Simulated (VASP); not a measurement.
# LaAl2Sb2 in VASP: notebook

Aim: see how the results for LaAl2Sb2 move with the level of theory and the settings. Levels: PBE, RPBE, PBE+U. Tasks: single point.

Program: VASP 6.6.1. These are calculated values, not measurements. Logs are shortened: lines on timing, memory, paths and dates and some standing lists are left out, and cuts for length are marked.

## 1. The cell of the first run

The typed cell holds 5 atoms: a = 4.634 Å, b = 4.634 Å, c = 7.563 Å, α = 90.00°, β = 90.00°, γ = 60.00°.

## 2. Single point, PBE

INCAR reads:

```
ALGO     = Normal         # electronic algorithm
EDIFF    = 1E-7           # SCF threshold, eV
ENCUT    = 520            # plane-wave cutoff, eV
GGA      = PE             # functional
ISIF     = 2              # what is computed and relaxed
ISMEAR   = 1              # smearing method
LASPH    = True           # aspherical terms in the spheres
LCHARG   = True           # write CHGCAR
LELF     = True           # ELF
LREAL    = False          # projectors in reciprocal space
LVHAR    = True         
LWAVE    = False          # write WAVECAR
NBANDS   = 22             # bands
NELM     = 60             # most SCF steps
PREC     = Accurate       # precision mode
SIGMA    = 0.0883         # smearing width, eV
```

KPOINTS reads:

```
k-points
0
Gamma
  5 5 3
```

POSCAR reads:

```
LaAl2Sb2
1.0
    2.3170260000      4.0132050000      0.0000000000
   -2.3170260000      4.0132050000      0.0000000000
    0.0000000000      0.0000000000      7.5630910000
Sb Al La
2 2 1
Direct
    0.3333000000      0.3334000000      0.2719200000
    0.6667000000      0.6666000000      0.7280800000
    0.3333000000      0.3334000000      0.6387000000
    0.6667000000      0.6666000000      0.3613000000
    0.0000000000      0.0000000000      0.0000000000
```

Potentials or basis: VASP PAW PBE potentials, release 64 (Sb, Al, La).

On the command line:

```console
$ cat potpaw_PBE.64/Sb/POTCAR potpaw_PBE.64/Al/POTCAR potpaw_PBE.64/La/POTCAR > POTCAR
$ mpirun -np 1 vasp_std > vasp.out
```

OUTCAR:

```text
EDIFF = 1E-7
   ENCUT = 520
   GGA = PE
   ISIF = 2
   ISMEAR = 1
   LASPH = True
   LREAL = False
   NELM = 60
   PREC = Accurate

 ion  position               nearest neighbor table
   1  0.333  0.333  0.272-   4 2.76   4 2.76   4 2.76   3 2.77   5 3.37   5 3.37   5 3.37
   2  0.667  0.667  0.728-   3 2.76   3 2.76   3 2.76   4 2.77   5 3.37   5 3.37   5 3.37
   3  0.333  0.333  0.639-   2 2.76   2 2.76   2 2.76   1 2.77
   4  0.667  0.667  0.361-   1 2.76   1 2.76   1 2.76   2 2.77
   5  0.000  0.000  0.000-   2 3.37   1 3.37   2 3.37   1 3.37   2 3.37   1 3.37

  LATTYP: Found a hexagonal cell.
 ALAT       =     4.6340504806
 C/A-ratio  =     1.6320691869

  Lattice vectors:

 A1 = (   2.3170260000,  -4.0132050000,   0.0000000000)
 A2 = (   2.3170260000,   4.0132050000,   0.0000000000)
 A3 = (   0.0000000000,   0.0000000000,   7.5630910000)

Analysis of symmetry for initial positions (statically):
=====================================================================
 Subroutine PRICEL returns:
 Original cell was already a primitive cell.

 Routine SETGRP: Setting up the symmetry group for a
 hexagonal supercell.

 Subroutine GETGRP returns: Found  4 space group operations
 (whereof  4 operations were pure point group operations)
 out of a pool of 24 trial point group operations.

The static configuration has the point symmetry C_2h.

Analysis of symmetry for dynamics (positions and initial velocities):
=====================================================================
 Subroutine PRICEL returns:
 Original cell was already a primitive cell.

 Routine SETGRP: Setting up the symmetry group for a
 hexagonal supercell.

 Subroutine GETGRP returns: Found  4 space group operations
 (whereof  4 operations were pure point group operations)
 out of a pool of 24 trial point group operations.

The dynamic configuration has the point symmetry C_2h.

 Subroutine INISYM returns: Found  4 space group operations
 (whereof  4 operations are pure point group operations),
 and found     1 'primitive' translations

----------------------------------------------------------------------------------------

                                     Primitive cell

  volume of cell :     140.6538

  direct lattice vectors                    reciprocal lattice vectors
     2.317026000  4.013205000  0.000000000     0.215793867  0.124588702  0.000000000
    -2.317026000  4.013205000  0.000000000    -0.215793867  0.124588702  0.000000000
     0.000000000  0.000000000  7.563091000     0.000000000  0.000000000  0.132221072

  length of vectors
     4.634050481  4.634050481  7.563091000     0.249177321  0.249177321  0.132221072

  position of ions in fractional coordinates (direct lattice)
     0.333300000  0.333400000  0.271920000
     0.666700000  0.666600000  0.728080000
     0.333300000  0.333400000  0.638700000
     0.666700000  0.666600000  0.361300000
     0.000000000  0.000000000  0.000000000

  ion indices of the primitive-cell ions
   primitive index   ion index
                 1           1
                 2           2
                 3           3
                 4           4
                 5           5

----------------------------------------------------------------------------------------

 KPOINTS: k-points

Automatic generation of k-mesh.
 Grid dimensions read from file:
 generate k-points for:    5    5    3

 Generating k-lattice:

  Cartesian coordinates                     Fractional coordinates (reciprocal lattice)
     0.043158773  0.024917740  0.000000000     0.200000000 -0.000000000  0.000000000
    -0.043158773  0.024917740  0.000000000    -0.000000000  0.200000000  0.000000000
     0.000000000  0.000000000  0.044073691     0.000000000  0.000000000  0.333333333

  Length of vectors
     0.049835464  0.049835464  0.044073691

  Shift w.r.t. Gamma in fractional coordinates (k-lattice)
     0.000000000  0.000000000  0.000000000

 Subroutine IBZKPT returns following result:
 ===========================================

 Found     24 irreducible k-points:

 Following reciprocal coordinates:
            Coordinates               Weight
  0.000000  0.000000  0.000000      1.000000
  0.200000  0.000000  0.000000      4.000000
  0.000000  0.200000  0.000000      2.000000
  0.400000 -0.000000  0.000000      4.000000
 -0.000000  0.400000  0.000000      2.000000
  0.400000  0.200000  0.000000      2.000000
[... 16 lines left out ...]
 -0.200000  0.400000  0.333333      4.000000
  0.400000 -0.200000  0.333333      4.000000
   k-points           NKPTS =     24   k-points in BZ     NKDIM =     24   number of bands    NBANDS=     22
   number of dos      NEDOS =    301   number of ions     NIONS =      5
   total plane-waves  NPLWV =  72576
   dimension x,y,z NGX =    36 NGY =   36 NGZ =   56
   dimension x,y,z NGXF=    72 NGYF=   72 NGZF=  112
   ions per type =               2   2   1
   NGX,Y,Z   is equivalent  to a cutoff of  12.91, 12.91, 12.31 a.u.
   NGXF,Y,Z  is equivalent  to a cutoff of  25.83, 25.83, 24.62 a.u.
 SYSTEM =  unknown system
   PREC   = accura    normal or accurate (medium, high low for compatibility)
   ISTART =      0    job   : 0-new  1-cont  2-samecut
   ICHARG =      2    charge: 1-file 2-atom 10-const
   ISPIN  =      1    spin polarized calculation?
   LNONCOLLINEAR =      F non collinear calculations
   LSORBIT =      F    spin-orbit coupling
   LASPH  =      T    aspherical Exc in radial PAW
   ENCUT  =  520.0 eV  38.22 Ry    6.18 a.u.   8.62  8.62 14.06*2*pi/ulx,y,z
   NELM   =     60;   NELMIN=  2; NELMDL= -5     # of ELM steps
   EDIFF  = 0.1E-06   stopping-criterion for ELM
   LREAL  =      F    real-space projection
   EDIFFG = 0.1E-05   stopping-criterion for IOM
   NSW    =      0    number of steps for IOM
   IBRION =     -1    ionic relax: 0-MD 1-quasi-New 2-CG
   NFREE  =      0    steps in history (QN), initial steepest desc. (CG)
   ISIF   =      2    stress and relaxation
   ISYM   =      2    0-nonsym 1-usesym 2-fastsym
   POTIM  = 0.5000    time-step for ionic-motion
   TEBEG  =    0.0;   TEEND  =   0.0 temperature during run
   PSTRESS=    0.0 pullay stress
   NELECT =      27.0000    total number of electrons
   NUPDOWN=      -1.0000    fix difference up-down
   EMIN   =  10.00;   EMAX   =-10.00  energy-range for DOS
   EFERMI =   0.00;   METHOD = LEGACY
   ISMEAR =     1;   SIGMA  =   0.09  broadening in eV -4-tet -1-fermi 0-gaus
   EFERMI_NEDOS =   21; number of points for ismear=-14 and -15
   IALGO  =     38    algorithm
   IMIX   =      4    mixing-type and parameters
     AMIX     =   0.40;   BMIX     =  1.00
     AMIX_MAG =   1.60;   BMIX_MAG =  1.00
  volume/ion in A,a.u.               =      28.13       189.84
  Fermi-wavevector in a.u.,A,eV,Ry     =   0.944377  1.784614 12.134337  0.891849
  Thomas-Fermi vector in A             =   2.072176
   LORBIT       =      0    0 simple, 1 ext, 2 COOP (PROOUT), +10 PAW based schemes
   GGA     = PE    functional components
   LHFCALC =     F    Hartree Fock is set to
   AEXX    =    0.0000 exact exchange contribution
   IVDW    =     0    specifies the selected vdW correction
   LEPSILON=     F    determine dielectric tensor
   LRPA    =     F    only Hartree local field effects (RPA)
 non-spin polarized calculation
 Methfessel and Paxton  Order N= 1 SIGMA  =   0.09
  energy-cutoff  :      520.00
  volume of cell :      140.65
 maximum number of plane-waves:      3808
   NGX = 17   NGY = 17   NGZ = 29

 number of electron      27.0000002 magnetization

 Free energy of the ion-electron system (eV)
  ---------------------------------------------------
  ext. energy  EPLUGINS =         0.00000000
  ---------------------------------------------------
  free energy    TOTEN  =       -21.82940340 eV

  energy without entropy =      -21.82913855  energy(sigma->0) =      -21.82931512

 E-fermi :   7.3426     XC(G=0):  -9.3500

 val. band max:        7.3235681694   @ k =   0.4000  -0.0000   0.3333
 cond. band min:       7.3444372163   @ k =   0.0000   0.2000   0.3333
 fundamental gap:      0.0208690469
 Fermi energy:         7.3425675800

 k-point     1 :       0.0000    0.0000    0.0000
  band No.  band energies     occupation
      1     -26.1485      2.00000
      2      -9.9842      2.00000
      3      -9.7954      2.00000
      4      -9.7953      2.00000
      5      -4.3451      2.00000
      6      -2.8215      2.00000
[... 14 lines left out ...]
     21       8.2569     -0.00000
     22       8.4640     -0.00000

 k-point     2 :       0.2000    0.0000    0.0000
  band No.  band energies     occupation
      1     -26.1450      2.00000
      2      -9.9598      2.00000
      3      -9.8704      2.00000
      4      -9.8105      2.00000
      5      -4.0446      2.00000
      6      -2.7558      2.00000
[... 14 lines left out ...]
     21       8.6679     -0.00000
     22       8.8177     -0.00000

 k-point     3 :       0.0000    0.2000    0.0000
  band No.  band energies     occupation
      1     -26.1450      2.00000
      2      -9.9598      2.00000
      3      -9.8705      2.00000
      4      -9.8104      2.00000
      5      -4.0446      2.00000
      6      -2.7558      2.00000
[... 14 lines left out ...]
     21       8.6679     -0.00000
     22       8.8177     -0.00000
[... 476 lines left out ...]
 k-point    23 :      -0.2000    0.4000    0.3333
  band No.  band energies     occupation
      1     -26.1375      2.00000
      2      -9.9794      2.00000
      3      -9.9068      2.00000
      4      -9.8860      2.00000
      5      -3.0868      2.00000
      6      -2.6954      2.00000
[... 14 lines left out ...]
     21       8.7591     -0.00000
     22       8.8736     -0.00000

 k-point    24 :       0.4000   -0.2000    0.3333
  band No.  band energies     occupation
      1     -26.1375      2.00000
      2      -9.9793      2.00000
      3      -9.9068      2.00000
      4      -9.8860      2.00000
      5      -3.0862      2.00000
      6      -2.6958      2.00000
[... 14 lines left out ...]
     21       8.7592     -0.00000
     22       8.8737     -0.00000

------------------------ aborting loop because EDIFF is reached ----------------------------------------

  FORCE on cell =-STRESS in cart. coord.  units (eV):
  Direction    XX          YY          ZZ          XY          YZ          ZX
  --------------------------------------------------------------------------------------
  -------------------------------------------------------------------------------------
  Total        0.9241409      0.9307738     -2.1700203      0.0057450      0.0011000     -0.0019053
  in kB       10.5268201     10.6023752    -24.7185394      0.0654407      0.0125306     -0.0217035
  external PRESSURE =      -1.1964480 kB  Pullay stress =       0.0000000 kB

 VOLUME and BASIS-vectors are now :
 -----------------------------------------------------------------------------
  energy-cutoff  :      520.00
  volume of cell :      140.65
      direct lattice vectors                 reciprocal lattice vectors
     2.317026000  4.013205000  0.000000000     0.215793867  0.124588702  0.000000000
    -2.317026000  4.013205000  0.000000000    -0.215793867  0.124588702  0.000000000
     0.000000000  0.000000000  7.563091000     0.000000000  0.000000000  0.132221072

 POSITION                                       TOTAL-FORCE (eV/Angst)
 -----------------------------------------------------------------------------------
     -0.00023      2.67560      2.05656         0.002242     -0.001295     -0.112162
      0.00023      5.35081      5.50654        -0.002242      0.001295      0.112162
     -0.00023      2.67560      4.83055         0.001844     -0.001064      0.367470
      0.00023      5.35081      2.73254        -0.001844      0.001064     -0.367470
      0.00000      0.00000      0.00000        -0.000000      0.000000      0.000000
 -----------------------------------------------------------------------------------
    total drift:                               -0.000000     -0.000000     -0.000000

  FREE ENERGIE OF THE ION-ELECTRON SYSTEM (eV)
  ---------------------------------------------------
  free  energy   TOTEN  =       -21.8294034008 eV

  energy  without entropy=      -21.8291385452  energy(sigma->0) =      -21.82931512
```

Wall time 2.2 min (1 thread of Intel Xeon Platinum 8259CL at 2.50GHz (Skylake/Cascade Lake), shared host); peak memory 0.31 GiB.

What came out:

```yaml
Free_energy: -21.8294 eV
Pressure: -0.1 GPa
Largest_force: 0.367 eV/Å
Band_gap_on_the_k_mesh: zero (an odd number of electrons rules out a gap without spin polarisation)
```

Forces in eV/Å, atoms in the order of the input:
```
Sb   0.002 -0.001 -0.112
Sb  -0.002  0.001  0.112
Al   0.002 -0.001  0.367
Al  -0.002  0.001 -0.367
La   0.000  0.000  0.000
```

Caveat: spin-orbit coupling is left out, which moves the levels of the heavy elements.

## 3. Single point, RPBE

INCAR reads:

```
ALGO = Normal
EDIFF = 1E-7
ENCUT = 520
GGA = RP
ISIF = 2
ISMEAR = 1
LASPH = T
LCHARG = T
LELF = T
LREAL = F
LVHAR = T
LWAVE = F
NBANDS = 22
NELM = 60
PREC = Accurate
SIGMA = 0.0883
```

KPOINTS is that of step 2.

POSCAR is that of step 2.

Potentials or basis: VASP PAW PBE potentials, release 64 (Sb, Al, La).

On the command line:

```console
$ cat potpaw_PBE.64/Sb/POTCAR potpaw_PBE.64/Al/POTCAR potpaw_PBE.64/La/POTCAR > POTCAR
$ mpirun -np 1 vasp_std > vasp.out
```

Wall time 89 s (1 thread of Intel Xeon Platinum 8259CL at 2.50GHz (Skylake/Cascade Lake), shared host); peak memory 0.3 GiB.

The run converged. Its results:

| Item | Value |
| --- | --- |
| Free energy | -20.2557 eV |
| Pressure | 1.1 GPa |
| Largest force | 0.369 eV/Å |
| Band gap on the k mesh | zero (an odd number of electrons rules out a gap without spin polarisation) |

Forces on the atoms (eV/Å):
```
Sb   0.002 -0.001 -0.092
Sb  -0.002  0.001  0.092
Al   0.002 -0.001  0.369
Al  -0.002  0.001 -0.369
La   0.000  0.000  0.000
```

Stress tensor (GPa, compression positive):
```
 2.23  0.01  0.00
 0.01  2.24  0.00
 0.00  0.00 -1.32
```

Levels at points of the mesh, in eV from the Fermi level:
```
           k point  band 11  band 12  band 13  band 14  band 15  band 16
(0.00, 0.00, 0.00)    -1.88    -1.87    -1.31    -0.45    -0.05     0.23
```

Caveat: the PAW data sets were made with another functional, which shifts forces and pressure a little; spin-orbit coupling is left out, which moves the levels of the heavy elements.

## 4. Single point, PBE+U

INCAR reads:

```
ALGO = Normal
EDIFF = 1E-6
ENCUT = 520
GGA = PE
ISIF = 2
ISMEAR = 1
LASPH = T
LCHARG = T
LDAU = T
LDAUJ = 0 0 0
LDAUL = -1 -1 3
LDAUPRINT = 1
LDAUTYPE = 2
LDAUU = 0 0 3
LELF = T
LMAXMIX = 6
LREAL = F
LVHAR = T
LWAVE = F
NBANDS = 22
NELM = 150
PREC = Accurate
SIGMA = 0.0883
```

KPOINTS is that of step 3.

POSCAR is that of step 3.

On the command line:

```console
$ cat potpaw_PBE.64/Sb/POTCAR potpaw_PBE.64/Al/POTCAR potpaw_PBE.64/La/POTCAR > POTCAR
$ mpirun -np 1 vasp_std > vasp.out
```

Run time: 84 s. Hardware: 1 thread of Intel Xeon Platinum 8259CL at 2.50GHz (Skylake/Cascade Lake), shared host; peak memory 0.3 GiB.

The run converged. Its results:

| Item | Value |
| --- | --- |
| Free energy | -21.6556 eV |
| Pressure | 0.1 GPa |
| Largest force | 0.363 eV/Å |
| Band gap on the k mesh | zero (an odd number of electrons rules out a gap without spin polarisation) |

Forces in eV/Å, atoms in the order of the input:
```
Sb   0.002 -0.001 -0.114
Sb  -0.002  0.001  0.114
Al   0.002 -0.001  0.363
Al  -0.002  0.001 -0.363
La   0.000  0.000  0.000
```

Stress tensor (GPa, compression positive):
```
 1.18  0.01  0.00
 0.01  1.18  0.00
 0.00  0.00 -2.12
```

Levels at points of the mesh, in eV from the Fermi level:
```csv
k point,band 10,band 11,band 12,band 13,band 14,band 15,band 16,band 17
"(0.00, 0.00, 0.00)",-2.48,-1.85,-1.85,-1.25,-0.53,-0.13,0.15,0.15
```

Eigenvalues of the final occupation matrices:
```csv
site,spin,trace,eigenvalues
site 5 f,1,0.04,0.00 0.00 0.00 0.00 0.01 0.01 0.01
site 5 f,2,0.04,0.00 0.00 0.00 0.00 0.01 0.01 0.01
```

Caveat: spin-orbit coupling is left out, which moves the levels of the heavy elements; U without spin polarisation on a metal has little footing; the U is typed as a test and isn't derived for this compound.

## 5. The runs side by side

```csv
level,U,gap on the mesh (eV),pressure (GPa),largest force (eV/Å)
PBE,-,none,-0.1,0.37
RPBE,-,none,1.1,0.37
PBE+U,La f U = 3.0 eV,none,0.1,0.36
```

Alike in all rows: task single point; potentials or basis VASP PAW PBE potentials, release 64 (Sb, Al, La); no spin polarisation; cell as given; k mesh 5 × 5 × 3; cutoff (eV) 520; smearing methfessel-paxton 0.0883 eV.

The pressure there spans -0.1 GPa (PBE) to 1.1 GPa (RPBE); a positive pressure means that this level wants a larger cell, a negative one a smaller.

Caveats: spin-orbit coupling is left out, which moves the levels of the heavy elements; the PAW data sets were made with another functional, which shifts forces and pressure a little (at least some runs); U without spin polarisation on a metal has little footing (at least some runs); the U is typed as a test and isn't derived for this compound (at least some runs).

Absolute energies hang on the potentials; compare differences alone.

The gap in the log of VASP goes by the Fermi energy; the results here count the filled bands.